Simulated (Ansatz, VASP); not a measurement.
Given: the input of a run of Ansatz 0.2.0 on SnO2.

input.yaml

```yaml
crystal:
  lattice:
    - [4.788004, 0.0, 0.0]
    - [0.0, 4.866582, 0.0]
    - [0.0, 0.0, 3.240898]
  atoms:
    - { symbol: Sn, position: [0.0, 0.0, 0.0] }
    - { symbol: Sn, position: [0.5, 0.5, 0.5] }
    - { symbol: O, position: [0.708145, 0.678958, 0.0] }
    - { symbol: O, position: [0.208145, 0.821042, 0.5] }
    - { symbol: O, position: [0.791855, 0.178958, 0.5] }
    - { symbol: O, position: [0.291855, 0.321042, 0.0] }
kpoints:
  mp_grid: { grid: [5, 5, 6] }
scf:
  occupations: { method: fermi_dirac, width: 0.05 }
hamiltonian:
  xc: pbesol
  pseudopotentials: { kind: all_electron, lapw: { basis_error: 0.002 } }
output:
  forces: true
  stress: true
relax:
  f_tol: 0.01
  max_steps: 60
  cell: {}
```

Potentials or basis: all-electron LAPW, scalar-relativistic.

Launch:

```bash
$ ansatz run input.yaml --threads 4 --pin off --max-ram 12288MiB --backend cpu --events-out ev --progress --plain --runs-dir out
```

Question: Translate it to VASP 6.6.1. Potentials there: VASP PAW PBE potentials, release 64 (Sn_d, O).

Answer: As run (the cutoff follows the program's own potentials):

Contents of INCAR:

```
PREC = Accurate ; ENCUT = 600
EDIFF = 1E-7 ; ISMEAR = -1
SIGMA = 0.05 ; LREAL = F
LASPH = T ; NELM = 80
ALGO = Normal ; ISIF = 3
LWAVE = F ; LCHARG = F
GGA = PS ; IBRION = 2
NSW = 80 ; EDIFFG = -0.01
```

KPOINTS

```
Automatic mesh
0
Gamma
  5 5 6
```

The input POSCAR:

```
SnO2
1.0
    4.7880040000      0.0000000000      0.0000000000
    0.0000000000      4.8665820000      0.0000000000
    0.0000000000      0.0000000000      3.2408980000
Sn O
2 4
Direct
    0.0000000000      0.0000000000      0.0000000000
    0.5000000000      0.5000000000      0.5000000000
    0.7081450000      0.6789580000      0.0000000000
    0.2081450000      0.8210420000      0.5000000000
    0.7918550000      0.1789580000      0.5000000000
    0.2918550000      0.3210420000      0.0000000000
```

Potentials or basis: VASP PAW PBE potentials, release 64 (Sn_d, O).

The run is started by

```sh
$ cat potpaw_PBE.64/Sn_d/POTCAR potpaw_PBE.64/O/POTCAR > POTCAR
$ mpirun -np 1 vasp_std > vasp.out
```

Both were run:

|  | VASP | Ansatz | Ansatz less VASP |
| --- | --- | --- | --- |
| relaxed volume (Å³/atom) | 12.20 | 12.18 | -0.022 |
| relaxed cell length with the largest relative difference (Å) | 3.215 | 3.212 | -0.0036 |

VASP's potentials were made for PBE, not for PBEsol. Ansatz ran all-electron here, and VASP with PAW potentials.

Noted on Ansatz's run: the k mesh is thin for a metal, which can move the energy by tens of meV per atom.
